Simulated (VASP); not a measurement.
# GaP (F-43m) in VASP: notebook, part 2 of 2

VASP 6.6.1. Earlier steps stand in the parts before.

## (3) Single point, PBE (volume scaled by 1.01)

The input, INCAR:

```
PREC = Accurate
ENCUT = 520
EDIFF = 1E-6
ISMEAR = -1
SIGMA = 0.05
LREAL = F
LASPH = T
NELM = 80
ALGO = Normal
ISIF = 2
LWAVE = F
LCHARG = F
GGA = PE
NBANDS = 16
```

The input, KPOINTS:

```
regular mesh
0
Gamma
  10 10 10
```

The input, POSCAR:

```
GaP
1.0
    0.0000000000      2.7343040532      2.7343040532
    2.7343040532      0.0000000000      2.7343040532
    2.7343040532      2.7343040532      0.0000000000
Ga P
1 1
Direct
    0.0000000000      0.0000000000      0.0000000000
    0.7500000000      0.7500000000      0.7500000000
```

Potentials or basis: VASP PAW PBE potentials, release 64 (Ga_d, P).

Started as:

```sh
cat potpaw_PBE.64/Ga_d/POTCAR potpaw_PBE.64/P/POTCAR > POTCAR
mpirun -np 1 vasp_std > vasp.out
```

OUTCAR:

```text
PREC = Accurate
   ENCUT = 520
   EDIFF = 1E-6
   ISMEAR = -1
   LREAL = F
   LASPH = T
   NELM = 80
   ISIF = 2
   GGA = PE

 ion  position               nearest neighbor table
   1  0.000  0.000  0.000-   2 2.37   2 2.37   2 2.37   2 2.37
   2  0.750  0.750  0.750-   1 2.37   1 2.37   1 2.37   1 2.37

  LATTYP: Found a face centered cubic cell.
 ALAT       =     5.4686081064

  Lattice vectors:

 A1 = (   0.0000000000,   2.7343040532,   2.7343040532)
 A2 = (   2.7343040532,   0.0000000000,   2.7343040532)
 A3 = (   2.7343040532,   2.7343040532,   0.0000000000)

Analysis of symmetry for initial positions (statically):
=====================================================================
 Subroutine PRICEL returns:
 Original cell was already a primitive cell.

 Routine SETGRP: Setting up the symmetry group for a
 face centered cubic supercell.

 Subroutine GETGRP returns: Found 24 space group operations
 (whereof 24 operations were pure point group operations)
 out of a pool of 48 trial point group operations.

The static configuration has the point symmetry T_d .
[... 158 lines left out ...]

  energy without entropy =       -9.12333220  energy(sigma->0) =       -9.12333220

 E-fermi :   5.3384     XC(G=0):  -9.7883

 val. band max:        4.5499413650   @ k =   0.0000   0.0000   0.0000
 cond. band min:       6.1708252374   @ k =   0.4000   0.4000   0.0000
 fundamental gap:      1.6208838724
 Fermi energy:         5.3384110759

 k-point     1 :       0.0000    0.0000    0.0000
  band No.  band energies     occupation
      1      -9.9829      2.00000
      2      -9.9829      2.00000
      3      -9.9829      2.00000
      4      -9.8862      2.00000
      5      -9.8862      2.00000
      6      -7.8671      2.00000
[... 433 lines left out ...]
      3      -9.9347      2.00000
      4      -9.9097      2.00000
      5      -9.8703      2.00000
      6      -5.9154      2.00000
[... 8 lines left out ...]
     15      16.3047      0.00000
     16      18.2506      0.00000

 [... further k-points ...]

------------------------ aborting loop because EDIFF is reached ----------------------------------------

  FORCE on cell =-STRESS in cart. coord.  units (eV):
  Direction    XX          YY          ZZ          XY          YZ          ZX
  --------------------------------------------------------------------------------------
  -------------------------------------------------------------------------------------
  Total        0.4021313      0.4021313      0.4021313     -0.0000000      0.0000000     -0.0000000
  in kB       15.7582502     15.7582502     15.7582502     -0.0000000      0.0000000     -0.0000000
  external PRESSURE =      15.7582502 kB  Pullay stress =       0.0000000 kB

 VOLUME and BASIS-vectors are now :
 -----------------------------------------------------------------------------
  energy-cutoff  :      520.00
  volume of cell :       40.89
      direct lattice vectors                 reciprocal lattice vectors
     0.000000000  2.734304053  2.734304053    -0.182861887  0.182861887  0.182861887
     2.734304053  0.000000000  2.734304053     0.182861887 -0.182861887  0.182861887
     2.734304053  2.734304053  0.000000000     0.182861887  0.182861887 -0.182861887

 POSITION                                       TOTAL-FORCE (eV/Angst)
 -----------------------------------------------------------------------------------
      0.00000      0.00000      0.00000         0.000000      0.000000      0.000000
      4.10146      4.10146      4.10146        -0.000000     -0.000000     -0.000000
 -----------------------------------------------------------------------------------
    total drift:                               -0.000002     -0.000002     -0.000002

  FREE ENERGIE OF THE ION-ELECTRON SYSTEM (eV)
  ---------------------------------------------------
  free  energy   TOTEN  =        -9.1233321998 eV

  energy  without entropy=       -9.1233321975  energy(sigma->0) =       -9.12333220
```

OSZICAR:

```text
N       E                     dE             d eps       ncg     rms          rms(c)
DAV:   1     0.817871445550E+02    0.81787E+02   -0.89860E+03  1528   0.162E+03
DAV:   2    -0.293755702413E+01   -0.84725E+02   -0.80611E+02  1744   0.314E+02
DAV:   3    -0.928407004804E+01   -0.63465E+01   -0.63271E+01  1848   0.661E+01
DAV:   4    -0.938724473080E+01   -0.10317E+00   -0.10315E+00  1912   0.921E+00
DAV:   5    -0.938911160466E+01   -0.18669E-02   -0.18668E-02  1928   0.110E+00    0.420E+00
DAV:   6    -0.914878179989E+01    0.24033E+00   -0.37743E-01  2344   0.104E+01    0.277E+00
DAV:   7    -0.912248909467E+01    0.26293E-01   -0.92797E-02  2008   0.203E+00    0.111E+00
DAV:   8    -0.912279060400E+01   -0.30151E-03   -0.13155E-02  1744   0.138E+00    0.189E-01
DAV:   9    -0.912318936768E+01   -0.39876E-03   -0.13123E-03  1904   0.500E-01    0.810E-02
DAV:  10    -0.912326129421E+01   -0.71927E-04   -0.11073E-04  2376   0.113E-01    0.399E-02
DAV:  11    -0.912333252273E+01   -0.71229E-04   -0.97063E-05  1792   0.805E-02    0.496E-03
DAV:  12    -0.912333219978E+01    0.32296E-06   -0.26456E-06  1776   0.208E-02
   1 F= -.91233322E+01 E0= -.91233322E+01  d E =-.224549E-08
```

stdout:

```text
POSCAR found type information on POSCAR GaP
 POSCAR found :  2 types and       2 ions
 scaLAPACK will be used
 LDA part: xc-table for (Slater+PW92), standard interpolation
 POSCAR, INCAR and KPOINTS ok, starting setup
 FFT: planning ... GRIDC
 FFT: planning ... GRID_SOFT
 FFT: planning ... GRID
 WAVECAR not read
 entering main loop
```

Wall time 14 s (1 thread of Intel Xeon 6975P-C (Granite Rapids), shared host); peak memory 0.18 GiB.

Results:

| Item | Value |
| --- | --- |
| Free energy | -9.1233 eV |
| Pressure | 1.6 GPa |
| Band gap on the k mesh | 1.62 eV, indirect (least direct gap 1.74 eV) |

 A k mesh can miss the band edges.

## (4) Single point, PBE (volume scaled by 1.02)

The input, INCAR:

```
  PREC = Accurate
  ENCUT = 520
  EDIFF = 1E-6
  ISMEAR = -1
  SIGMA = 0.05
  LREAL = F
  LASPH = T
  NELM = 60
  ALGO = Normal
  ISIF = 2
  LWAVE = F
  LCHARG = T
  GGA = PE
  LELF = T
  LVHAR = T
  NBANDS = 16
```

The input, KPOINTS:

```
Automatic mesh
0
Gamma
  10 10 10
```

The input, POSCAR:

```
GaP
1.0
    0.0000000000      2.7432985392      2.7432985392
    2.7432985392      0.0000000000      2.7432985392
    2.7432985392      2.7432985392      0.0000000000
Ga P
1 1
Direct
    0.0000000000      0.0000000000      0.0000000000
    0.7500000000      0.7500000000      0.7500000000
```

Started as:

```sh
cat potpaw_PBE.64/Ga_d/POTCAR potpaw_PBE.64/P/POTCAR > POTCAR
mpirun -np 1 vasp_std > vasp.out
```

It took 15 s on 1 thread of Intel Xeon 6975P-C (Granite Rapids), shared host; peak memory 0.18 GiB.

The run converged. Its results:

- Free energy: -9.1265 eV
- Pressure: 0.8 GPa
- Band gap on the k mesh: 1.61 eV, indirect (least direct gap 1.66 eV)

Levels at points of the mesh, in eV from the valence-band top:
| k point | band 6 | band 7 | band 8 | band 9 | band 10 | band 11 | band 12 | band 13 |
| --- | --- | --- | --- | --- | --- | --- | --- | --- |
| (0.00, 0.00, 0.00) | -12.34 | 0.00 | 0.00 | 0.00 | 1.66 | 3.89 | 3.89 | 3.89 |
| (0.50, 0.00, 0.00) | -10.34 | -6.52 | -1.09 | -1.09 | 1.61 | 4.73 | 4.73 | 8.25 |
| (0.50, 0.50, 0.00) | -9.47 | -6.66 | -2.61 | -2.61 | 1.70 | 1.84 | 10.45 | 10.45 |

 A k mesh can miss the band edges.

## (5) Single point, PBE (volume scaled by 1.04)

The input, INCAR:

```
PREC = Accurate
ENCUT = 520
EDIFF = 1E-7
ISMEAR = -1
SIGMA = 0.05
LREAL = False
LASPH = True
NELM = 100
ALGO = Normal
ISIF = 2
LWAVE = False
LCHARG = False
GGA = PE
NBANDS = 16
```

The input, KPOINTS:

```
regular mesh
0
Gamma
  10 10 10
```

The input, POSCAR:

```
GaP
1.0
    0.0000000000      2.7611126653      2.7611126653
    2.7611126653      0.0000000000      2.7611126653
    2.7611126653      2.7611126653      0.0000000000
Ga P
1 1
Direct
    0.0000000000      0.0000000000      0.0000000000
    0.7500000000      0.7500000000      0.7500000000
```

Started as:

```sh
cat potpaw_PBE.64/Ga_d/POTCAR potpaw_PBE.64/P/POTCAR > POTCAR
mpirun -np 1 vasp_std > vasp.out
```

Wall time 17 s (1 thread of Intel Xeon 6975P-C (Granite Rapids), shared host); peak memory 0.18 GiB.

It converged, with:

* Free energy: -9.1269 eV
* Pressure: -0.7 GPa
* Band gap on the k mesh: 1.50 eV, direct

Levels at points of the mesh, in eV from the valence-band top:
```
           k point  band 6  band 7  band 8  band 9  band 10  band 11  band 12  band 13
(0.00, 0.00, 0.00)  -12.20    0.00    0.00    0.00     1.50     3.90     3.90     3.90
(0.50, 0.00, 0.00)  -10.26   -6.41   -1.06   -1.06     1.55     4.73     4.73     8.21
(0.50, 0.50, 0.00)   -9.42   -6.57   -2.55   -2.55     1.74     1.85    10.30    10.30
```

## (6) Summary

```tsv
cell	gap on the mesh (eV)	pressure (GPa)
a = 3.841 Å, angles 60.0°, 2 atoms	1.59	3.3
a = 3.867 Å, angles 60.0°, 2 atoms	1.62	1.6
a = 3.880 Å, angles 60.0°, 2 atoms	1.61	0.8
a = 3.905 Å, angles 60.0°, 2 atoms	1.50	-0.7
```

Alike in all rows: task single point; level PBE; potentials or basis VASP PAW PBE potentials, release 64 (Ga_d, P); no spin polarisation; k mesh 10 × 10 × 10; cutoff (eV) 520; smearing fermi-dirac 0.05 eV.

Total energies depend on the potentials used, so only differences within one code and one set of settings carry meaning.
